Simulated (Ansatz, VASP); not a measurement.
## Si2C: VASP beside Ansatz

Contents of INCAR:

```
  PREC = Accurate
  ENCUT = 520
  EDIFF = 1E-6
  ISMEAR = 0
  SIGMA = 0.1
  LREAL = F
  LASPH = T
  NELM = 150
  ALGO = Normal
  ISIF = 2
  LWAVE = F
  LCHARG = T
  ISPIN = 2
  MAGMOM = 0 0 1
  LORBIT = 11
  GGA = PE
  LELF = T
  LVHAR = T
  NBANDS = 17
```

File KPOINTS:

```
Automatic mesh
0
Gamma
  6 6 4
```

File POSCAR:

```
Si2C
1.0
    3.1481646600      0.0000000000      0.0000000000
    0.0000000000      3.1481646600      0.0000000000
    0.0000000000      0.0000000000      5.1170388000
Si C
2 1
Direct
    0.5000000000      0.0000000000      0.5000000000
    0.0000000000      0.5000000000      0.5000000000
    0.0000000000      0.0000000000      0.0000000000
```

Input for Ansatz:

```yaml
crystal:
  lattice:
    - [3.14816466, 0.0, 0.0]
    - [0.0, 3.14816466, 0.0]
    - [0.0, 0.0, 5.1170388]
  atoms:
    - { symbol: Si, position: [0.5, 0.0, 0.5] }
    - { symbol: Si, position: [0.0, 0.5, 0.5] }
    - { symbol: C, position: [0.0, 0.0, 0.0], spin: 1.0 }
basis:
  ecutwfc: 420
kpoints:
  mp_grid: { grid: [6, 6, 4] }
hamiltonian:
  xc: pbe
scf:
  occupations: { method: gaussian, width: 0.1 }
  lower_state_search: "off"
output:
  forces: true
  stress: true
  eigenvalues: true
  populations: true
magnetization:
  spin_polarized: true
```

Alike in both runs: task single point; functional PBE; k mesh 6 × 6 × 4; occupations gaussian, width 0.1 eV; collinear spin.

```csv
,VASP,Ansatz
version,VASP 6.6.1,Ansatz 0.2.0
potentials or method,"VASP PAW PBE potentials, release 64 (Si, C), cutoff 520 eV","scalar-relativistic, plane waves, PAW"
valence electrons in the cell,12,12
```

|  | VASP | Ansatz | Ansatz less VASP |
| --- | --- | --- | --- |
| gap on the k mesh at the Fermi level (eV) | none | none | - |
| pressure (GPa) | 8.8 | 8.8 | +0.06 |
| traceless stress, the component that is largest in VASP (GPa) | -33.02 | -33.08 | -0.054 |
| net moment per atom (μB) | 0.00 | 0.00 | 0.000 |

A gap of «none» marks a metal or a gap that the smearing closes. Ansatz's warnings: seeded moment not kept.
